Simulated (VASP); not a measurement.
BN:

```
B N
1.0
     0.01746    1.76328    1.76328
     1.76328    0.01746    1.76328
     1.76328    1.76328    0.01746
B N
1 1
Direct
  0.00000 0.00000 0.00000
  0.50000 0.50000 0.50000
```

This cell differs from its parent crystal: strain along [111] +1.5%.

Base run:

```yaml
Program: VASP 6.6.1
Functional: PBE
Potentials_or_basis: VASP PAW PBE potentials, release 64 (B, N)
Cutoff: 520 eV
k_mesh: 8 × 8 × 8
Occupations: gaussian, width 0.01 eV
Spin: no spin polarisation
```

Its results: band gap on the k mesh 1.11 eV, indirect (least direct gap 5.61 eV); pressure -1.9 GPa.

After a change of settings the same cell gave: band gap on the k mesh 1.00 eV, indirect (least direct gap 5.62 eV); pressure -1.8 GPa. Which change was it?
A. functional from PBE to r2SCAN; k mesh from 8 × 8 × 8 to 12 × 12 × 12
B. functional from PBE to HSE06
C. k mesh from 8 × 8 × 8 to 12 × 12 × 12; occupations from gaussian, width 0.01 eV to fermi-dirac, width 0.02 eV

C.
